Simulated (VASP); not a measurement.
Write the native input for VASP 6.6.1 that does the following.

```
Task                   : single point
Functional             : PBE
Dispersion             : D4
Potentials or basis    : VASP PAW PBE potentials, release 64 (Zn, Au)
Cutoff                 : 500 eV
k mesh                 : 6 × 6 × 6
Occupations            : fermi-dirac, width 0.05 eV
Spin                   : no spin polarisation
Dipole correction      : no
Further INCAR settings : ALGO = Normal; EDIFF = 1e-06; NBANDS = 18
```

The structure of ZnAu lies in POSCAR:

```
ZnAu
1.0
    3.1459700764      0.0000000000      0.0000000000
    0.0000000000      3.1459700764      0.0000000000
    0.0000000000      0.0000000000      3.1459700764
Zn Au
1 1
Direct
    0.5000000000      0.5000000000      0.5000000000
    0.0000000000      0.0000000000      0.0000000000
```

The input as run:

INCAR

```
SYSTEM = ZnAu
  PREC = Accurate
  ENCUT = 500
  EDIFF = 1E-6
  ISMEAR = -1
  SIGMA = 0.05
  LREAL = .False.
  LASPH = .True.
  NELM = 120
  ALGO = Normal
  ISIF = 2
  LWAVE = .False.
  LCHARG = .False.
  GGA = PE
  IVDW = 13
  NBANDS = 18
  GGA_COMPAT = .False.
```

KPOINTS

```
Automatic mesh
0
Gamma
  6 6 6
  0 0 0
```

Potentials or basis: VASP PAW PBE potentials, release 64 (Zn, Au).

Command:

```console
$ cat potpaw_PBE.64/Zn/POTCAR potpaw_PBE.64/Au/POTCAR > POTCAR
$ mpirun -np 1 vasp_std > vasp.out
```

Results of the run:

The pressure is 0.2 GPa. The dispersion energy per atom is -0.522 eV.

Caveat: pairwise dispersion overbinds metals, which lowers pressure and volume.

It took 11 s on 1 thread of Intel Xeon 8259CL, on a shared host, peak memory 0.14 GiB.
